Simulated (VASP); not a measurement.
# BrTl in VASP: further runs

BrTl is run at these levels: revPBE; tasks: relaxation of the atoms.

Everything below comes from runs of VASP 6.6.1. Logs are shortened: lines on timing, memory, paths and dates and some standing lists are left out, and cuts for length are marked.

## 1. The cell of the first run

The cell holds a molecule in a box, 2 atoms: a = 9.000 Å, b = 9.000 Å, c = 12.000 Å, α = 90.00°, β = 90.00°, γ = 90.00°.

## 2. Relaxation of the atoms, revPBE (atoms moved at random)

File INCAR:

```
GGA = RE
ISMEAR = 0
SIGMA = 0.03
LWAVE = False
LCHARG = False
ISIF = 0
NSW = 120
PREC = Accurate
LASPH = True
LREAL = False
ALGO = Normal
EDIFF = 1E-6
NELM = 120
GGA_COMPAT = False
IBRION = 2
EDIFFG = -0.01
NELMIN = 4
ENCUT = 310
EFERMI = MIDGAP
NELMDL = -8
```

File KPOINTS:

```
k-points
0
Gamma
  1 1 1
```

File POSCAR:

```
TlBr
1.0
    9.0000000000      0.0000000000      0.0000000000
    0.0000000000      9.0000000000      0.0000000000
    0.0000000000      0.0000000000     12.0000000000
Br Tl
1 1
Direct
    0.5181470000      0.4999800000      0.3981770000
    0.4965450000      0.4996090000      0.6073540000
```

Potentials or basis: VASP PAW PBE potentials, release 64 (Br, Tl_d).

Started as:

```
$ cat potpaw_PBE.64/Br/POTCAR potpaw_PBE.64/Tl_d/POTCAR > POTCAR
$ mpirun -np 1 vasp_gam > vasp.out
```

OUTCAR:

```text
GGA = RE
   ISMEAR = 0
   ISIF = 0
   NSW = 120
   PREC = Accurate
   LASPH = True
   LREAL = False
   EDIFF = 1E-6
   NELM = 120
   IBRION = 2
   EDIFFG = -0.01
   NELMIN = 4
   ENCUT = 310
   EFERMI = MIDGAP
   NELMDL = -8

 Found      1 irreducible k-points:

 Following reciprocal coordinates:
            Coordinates               Weight
  0.000000  0.000000  0.000000      1.000000
   k-points           NKPTS =      1   k-points in BZ     NKDIM =      1   number of bands    NBANDS=     14
   number of dos      NEDOS =    301   number of ions     NIONS =      2
   total plane-waves  NPLWV = 204120
   dimension x,y,z NGX =    54 NGY =   54 NGZ =   70
   dimension x,y,z NGXF=   108 NGYF=  108 NGZF=  140
   ions per type =               1   1
   NGX,Y,Z   is equivalent  to a cutoff of   9.97,  9.97,  9.70 a.u.
   NGXF,Y,Z  is equivalent  to a cutoff of  19.95, 19.95, 19.40 a.u.
 SYSTEM =  unknown system
   PREC   = accura    normal or accurate (medium, high low for compatibility)
   ISTART =      0    job   : 0-new  1-cont  2-samecut
   ICHARG =      2    charge: 1-file 2-atom 10-const
   ISPIN  =      1    spin polarized calculation?
   LNONCOLLINEAR =      F non collinear calculations
   LSORBIT =      F    spin-orbit coupling
   LASPH  =      T    aspherical Exc in radial PAW
   ENCUT  =  310.0 eV  22.78 Ry    4.77 a.u.  12.92 12.92 17.23*2*pi/ulx,y,z
   NELM   =    120;   NELMIN=  4; NELMDL= -8     # of ELM steps
   EDIFF  = 0.1E-05   stopping-criterion for ELM
   LREAL  =      F    real-space projection
   EDIFFG = -.1E-01   stopping-criterion for IOM
   NSW    =    120    number of steps for IOM
   IBRION =      2    ionic relax: 0-MD 1-quasi-New 2-CG
   NFREE  =      1    steps in history (QN), initial steepest desc. (CG)
   ISIF   =      0    stress and relaxation
   ISYM   =      2    0-nonsym 1-usesym 2-fastsym
   POTIM  = 0.5000    time-step for ionic-motion
   TEBEG  =    0.0;   TEEND  =   0.0 temperature during run

   SCALEE = 1.0000    scale energy and forces
   PSTRESS=    0.0 pullay stress
   NELECT =      20.0000    total number of electrons
   NUPDOWN=      -1.0000    fix difference up-down
   EMIN   =  10.00;   EMAX   =-10.00  energy-range for DOS
   EFERMI =   0.00;   METHOD = MIDGAP
   ISMEAR =     0;   SIGMA  =   0.03  broadening in eV -4-tet -1-fermi 0-gaus
   EFERMI_NEDOS =   21; number of points for ismear=-14 and -15
   IALGO  =     38    algorithm
   IMIX   =      4    mixing-type and parameters
     AMIX     =   0.40;   BMIX     =  1.00
     AMIX_MAG =   1.60;   BMIX_MAG =  1.00
  volume/ion in A,a.u.               =     486.00      3279.69
  Fermi-wavevector in a.u.,A,eV,Ry     =   0.448604  0.847738  2.738107  0.201245
  Thomas-Fermi vector in A             =   1.428188
   LORBIT       =      0    0 simple, 1 ext, 2 COOP (PROOUT), +10 PAW based schemes
   GGA     = RE    functional components
   LHFCALC =     F    Hartree Fock is set to
   AEXX    =    0.0000 exact exchange contribution
   IVDW    =     0    specifies the selected vdW correction
   LEPSILON=     F    determine dielectric tensor
   LRPA    =     F    only Hartree local field effects (RPA)

   CSHIFT  =0.1000    complex shift for real part using Kramers Kronig

   OMEGAMAX=  -1.0    maximum frequency
 conjugate gradient relaxation of ions
 non-spin polarized calculation
 Gauss-broadening in eV      SIGMA  =   0.03
  energy-cutoff  :      310.00
  volume of cell :      972.00
 maximum number of plane-waves:      6016
 NGX is ok and might be reduce to    50
   NGX = 25   NGY = 25   NGZ = 35

--------------------------------------- Ionic step        1  -------------------------------------------

 number of electron      19.9999995 magnetization

 Free energy of the ion-electron system (eV)
  ---------------------------------------------------
  ext. energy  EPLUGINS =         0.00000000
  ---------------------------------------------------
  free energy    TOTEN  =        -4.38486907 eV

  energy without entropy =       -4.38486907  energy(sigma->0) =       -4.38486907

------------------------ aborting loop because EDIFF is reached ----------------------------------------

 VOLUME and BASIS-vectors are now :
 -----------------------------------------------------------------------------
  energy-cutoff  :      310.00
  volume of cell :      972.00
      direct lattice vectors                 reciprocal lattice vectors
     9.000000000  0.000000000  0.000000000     0.111111111  0.000000000  0.000000000
     0.000000000  9.000000000  0.000000000     0.000000000  0.111111111  0.000000000
     0.000000000  0.000000000 12.000000000     0.000000000  0.000000000  0.083333333

 POSITION                                       TOTAL-FORCE (eV/Angst)
 -----------------------------------------------------------------------------------
      4.66332      4.49982      4.77812         0.123950      0.002193     -1.569923
      4.46890      4.49648      7.28825        -0.123950     -0.002193      1.569923
 -----------------------------------------------------------------------------------
    total drift:                               -0.000701     -0.000155      0.000522

  FREE ENERGIE OF THE ION-ELECTRON SYSTEM (eV)
  ---------------------------------------------------
  free  energy   TOTEN  =        -4.3848690731 eV

  energy  without entropy=       -4.3848690731  energy(sigma->0) =       -4.38486907

--------------------------------------- Ionic step        2  -------------------------------------------

 number of electron      19.9999997 magnetization

------------------------ aborting loop because EDIFF is reached ----------------------------------------

 VOLUME and BASIS-vectors are now :
 -----------------------------------------------------------------------------
  energy-cutoff  :      310.00
  volume of cell :      972.00
      direct lattice vectors                 reciprocal lattice vectors
     9.000000000  0.000000000  0.000000000     0.111111111  0.000000000  0.000000000
     0.000000000  9.000000000  0.000000000     0.000000000  0.111111111  0.000000000
     0.000000000  0.000000000 12.000000000     0.000000000  0.000000000  0.083333333

 POSITION                                       TOTAL-FORCE (eV/Angst)
 -----------------------------------------------------------------------------------
      4.66930      4.49993      4.70239         0.015245      0.000314     -0.159427
      4.46293      4.49638      7.36399        -0.015245     -0.000314      0.159427
 -----------------------------------------------------------------------------------
    total drift:                               -0.000067     -0.000118      0.001053

  FREE ENERGIE OF THE ION-ELECTRON SYSTEM (eV)
  ---------------------------------------------------
  free  energy   TOTEN  =        -4.5070158910 eV

  energy  without entropy=       -4.5070158910  energy(sigma->0) =       -4.50701589

--------------------------------------- Ionic step        3  -------------------------------------------

 number of electron      19.9999996 magnetization

 Free energy of the ion-electron system (eV)
  ---------------------------------------------------
  ext. energy  EPLUGINS =         0.00000000
  ---------------------------------------------------
  free energy    TOTEN  =        -4.50888036 eV

  energy without entropy =       -4.50888036  energy(sigma->0) =       -4.50888036

 E-fermi :  -3.7410     XC(G=0):  -1.4493

 val. band max:       -5.5920123602   @ k =   0.0000   0.0000   0.0000
 cond. band min:      -1.8899414635   @ k =   0.0000   0.0000   0.0000
 fundamental gap:      3.7020708967
 Fermi energy:        -3.7409769119

 k-point     1 :       0.0000    0.0000    0.0000
  band No.  band energies     occupation
      1     -17.7833      2.00000
      2     -15.6248      2.00000
      3     -15.6247      2.00000
      4     -15.4508      2.00000
      5     -15.4508      2.00000
      6     -15.3221      2.00000
      7      -9.7301      2.00000
      8      -5.6517      2.00000
      9      -5.5921      2.00000
     10      -5.5920      2.00000
     11      -1.8899      0.00000
     12      -1.8899      0.00000
     13      -0.5226      0.00000
     14      -0.2356      0.00000

------------------------ aborting loop because EDIFF is reached ----------------------------------------

 VOLUME and BASIS-vectors are now :
 -----------------------------------------------------------------------------
  energy-cutoff  :      310.00
  volume of cell :      972.00
      direct lattice vectors                 reciprocal lattice vectors
     9.000000000  0.000000000  0.000000000     0.111111111  0.000000000  0.000000000
     0.000000000  9.000000000  0.000000000     0.000000000  0.111111111  0.000000000
     0.000000000  0.000000000 12.000000000     0.000000000  0.000000000  0.083333333

 POSITION                                       TOTAL-FORCE (eV/Angst)
 -----------------------------------------------------------------------------------
      4.67029      4.49994      4.68989         0.002345      0.000076      0.008358
      4.46194      4.49636      7.37649        -0.002345     -0.000076     -0.008358
 -----------------------------------------------------------------------------------
    total drift:                                0.000065     -0.000084      0.000154

  FREE ENERGIE OF THE ION-ELECTRON SYSTEM (eV)
  ---------------------------------------------------
  free  energy   TOTEN  =        -4.5088803574 eV

  energy  without entropy=       -4.5088803574  energy(sigma->0) =       -4.50888036

 reached required accuracy - stopping structural energy minimisation
```

Run time: 89 s. Hardware: 1 thread of Intel Xeon Platinum 8259CL at 2.50GHz (Skylake/Cascade Lake), shared host; peak memory 0.47 GiB.

What came out:

| Item | Value |
| --- | --- |
| Free energy | -4.5089 eV |
| Energy gained by relaxing | 62.0 meV/atom |
| Ionic steps | 3 |
| Largest force after relaxing | 0.009 eV/Å |
| Gap between the frontier levels | 3.70 eV |

Forces on the atoms (eV/Å):
```
Br   0.002  0.000  0.008
Tl  -0.002  0.000 -0.008
```

The path:
| step | energy change (eV) | largest force (eV/Å) |
| --- | --- | --- |
| 1 | 0.0000 | 1.5748 |
| 2 | -0.1221 | 0.1602 |
| 3 | -0.1240 | 0.0087 |

Final structure:
```
CELL_PARAMETERS angstrom
9.00000 0.00000 0.00000
0.00000 9.00000 0.00000
0.00000 0.00000 12.00000
ATOMIC_POSITIONS crystal
Br 0.51892 0.49999 0.39082
Tl 0.49577 0.49960 0.61471
```

Caveat: the cell differs from its parent crystal (atoms moved at random); the PAW data sets were made with another functional, which shifts forces and pressure a little; spin-orbit coupling is left out, which moves the levels of the heavy elements.

## 3. Relaxation of the atoms, revPBE (atoms moved at random)

INCAR: that of step 2 with these lines changed.

```diff
@@ -11,3 +11,3 @@
 ALGO = Normal
-EDIFF = 1E-6
+EDIFF = 1E-7
 NELM = 120
@@ -15,5 +15,5 @@
 IBRION = 2
-EDIFFG = -0.01
+EDIFFG = -0.005
 NELMIN = 4
-ENCUT = 310
+ENCUT = 590
 EFERMI = MIDGAP
```

KPOINTS is that of step 2.

POSCAR is that of step 2.

Potentials or basis: VASP PAW PBE potentials, release 64 (Br, Tl_d).

Started as:

```
$ cat potpaw_PBE.64/Br/POTCAR potpaw_PBE.64/Tl_d/POTCAR > POTCAR
$ mpirun -np 1 vasp_gam > vasp.out
```

It took 6.7 min on 1 thread of Intel Xeon Platinum 8259CL at 2.50GHz (Skylake/Cascade Lake), shared host; peak memory 1 GiB.

It converged, with:

```yaml
Free_energy: -4.5088 eV
Energy_gained_by_relaxing: 62.0 meV/atom
Ionic_steps: 10
Largest_force_after_relaxing: 0.005 eV/Å
Gap_between_the_frontier_levels: 3.71 eV
```

Forces on the atoms (eV/Å):
```
Br   0.003  0.000 -0.003
Tl  -0.003  0.000  0.003
```

The path:
| step | energy change (eV) | largest force (eV/Å) |
| --- | --- | --- |
| 1 | 0.0000 | 1.5769 |
| 2 | -0.1221 | 0.1575 |
| 3 | -0.1239 | 0.0084 |
| 4 | -0.1239 | 0.0151 |
| 5 | -0.1239 | 0.0150 |
| 6 | -0.1239 | 0.0147 |
| 7 | -0.1239 | 0.0142 |
| 8 | -0.1239 | 0.0127 |
| 9 | -0.1239 | 0.0098 |
| 10 | -0.1240 | 0.0046 |

Final structure:
```yaml
crystal:
  lattice:
    - [9.00000, 0.00000, 0.00000]
    - [0.00000, 9.00000, 0.00000]
    - [0.00000, 0.00000, 12.00000]
  atoms:
    - { symbol: Br, position: [0.51899, 0.49999, 0.39091] }
    - { symbol: Tl, position: [0.49571, 0.49960, 0.61462] }
```

Levels at points of the mesh, in eV from the valence-band top:
```csv
k point,band 7,band 8,band 9,band 10,band 11,band 12,band 13,band 14
"(0.00, 0.00, 0.00)",-4.13,-0.06,0.00,0.00,3.71,3.71,5.08,5.36
```

Caveat: the cell differs from its parent crystal (atoms moved at random); the PAW data sets were made with another functional, which shifts forces and pressure a little; spin-orbit coupling is left out, which moves the levels of the heavy elements.
